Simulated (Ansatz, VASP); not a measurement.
AlGa3O6: VASP beside Ansatz

File INCAR:

```
SYSTEM = AlGa3O6
ALGO     = Normal         ! electronic algorithm
EDIFF    = 1E-6           ! SCF threshold, eV
ENCUT    = 520            ! plane-wave cutoff, eV
GGA      = PE             ! functional
ISIF     = 2              ! what is computed and relaxed
ISMEAR   = -1             ! smearing method
LASPH    = .True.         ! aspherical terms in the spheres
LCHARG   = .True.         ! write CHGCAR
LELF     = .True.         ! ELF
LREAL    = .False.        ! projectors in reciprocal space
LVHAR    = .True.       
LWAVE    = .False.        ! write WAVECAR
NBANDS   = 50             ! bands
NELM     = 80             ! most SCF steps
PREC     = Accurate       ! precision mode
SIGMA    = 0.02           ! smearing width, eV
```

File KPOINTS:

```
k-points
0
Gamma
  6 6 6
  0 0 0
```

POSCAR

```
AlGa3O6
1.0
    2.4643179219      1.4227746139      4.4417557903
   -2.4643179219      1.4227746139      4.4417557903
    0.0000000000     -2.8455492328      4.4417557887
Al Ga O
1 3 6
Direct
    0.8504135176      0.8504135176      0.8504135176
    0.6414783119      0.6414783119      0.6414783119
    0.3552449197      0.3552449197      0.3552449197
    0.1453192822      0.1453192822      0.1453192822
    0.7486727104      0.4557691482      0.0534373152
    0.9468615796      0.2363182241      0.5664849912
    0.0534373152      0.7486727104      0.4557691482
    0.4557691482      0.0534373152      0.7486727104
    0.5664849912      0.9468615796      0.2363182241
    0.2363182241      0.5664849912      0.9468615796
```

Input for Ansatz:

```yaml
crystal:
  lattice:
    - [2.4643179219, 1.4227746139, 4.4417557903]
    - [-2.4643179219, 1.4227746139, 4.4417557903]
    - [0.0, -2.8455492328, 4.4417557887]
  atoms:
    - { symbol: Al, position: [0.8504135176, 0.8504135176, 0.8504135176] }
    - { symbol: Ga, position: [0.6414783119, 0.6414783119, 0.6414783119] }
    - { symbol: Ga, position: [0.3552449197, 0.3552449197, 0.3552449197] }
    - { symbol: Ga, position: [0.1453192822, 0.1453192822, 0.1453192822] }
    - { symbol: O, position: [0.7486727104, 0.4557691482, 0.0534373152] }
    - { symbol: O, position: [0.9468615796, 0.2363182241, 0.5664849912] }
    - { symbol: O, position: [0.0534373152, 0.7486727104, 0.4557691482] }
    - { symbol: O, position: [0.4557691482, 0.0534373152, 0.7486727104] }
    - { symbol: O, position: [0.5664849912, 0.9468615796, 0.2363182241] }
    - { symbol: O, position: [0.2363182241, 0.5664849912, 0.9468615796] }
kpoints:
  mp_grid: { grid: [6, 6, 6] }
  band_path:
    path:
      - [[0.0, 0.0, 0.0], [-0.5, -0.5, -0.5], [-0.5, -0.2350691081042, -0.7649308918958]]
      - [[-0.2350691081042, 0.2350691081042, -0.5], [-4.724308031188e-17, 2.343591260953e-17, -0.5], [0.0, 0.0, 0.0], [-1.363903533879e-16, 0.3675345540521, -0.3675345540521]]
      - [[-0.3675345540521, 2.874374160696e-17, -0.6324654459479], [-0.5, 2.380398329798e-17, -0.5], [0.0, 0.0, 0.0]]
    npoints: 10
hamiltonian:
  xc: pbe
scf:
  occupations: { method: fermi_dirac, width: 0.02 }
  n_extra_bands: 6
output:
  forces: true
  stress: true
  eigenvalues: true
```

Alike in both runs: task single point; functional PBE; k mesh 6 × 6 × 6; occupations fermi-dirac, width 0.02 eV; no spin polarisation.

```csv
,VASP,Ansatz
version,VASP 6.6.1,Ansatz 0.2.0
potentials or method,"VASP PAW PBE potentials, release 64 (Al, Ga_d, O)","plane waves, PAW"
plane-wave cutoff (eV),520,420
valence electrons in the cell,78,78
```

Ansatz gave:

```
gap on the k mesh at the Fermi level (eV)                     : 3.48
pressure (GPa)                                                : 9.0
traceless stress, the component that is largest in VASP (GPa) : -0.69
rms of the force components (eV/Å)                            : 0.055
```

Task: Which values does VASP return?

Result: gap on the k mesh at the Fermi level (eV): 3.47; pressure (GPa): 9.7; traceless stress, the component that is largest in VASP (GPa): -0.76; rms of the force components (eV/Å): 0.075.

Atom by atom the forces differ by 0.021 eV/Å (rms over components). With one functional, cell and mesh, what is left measures potentials, basis and numerics.
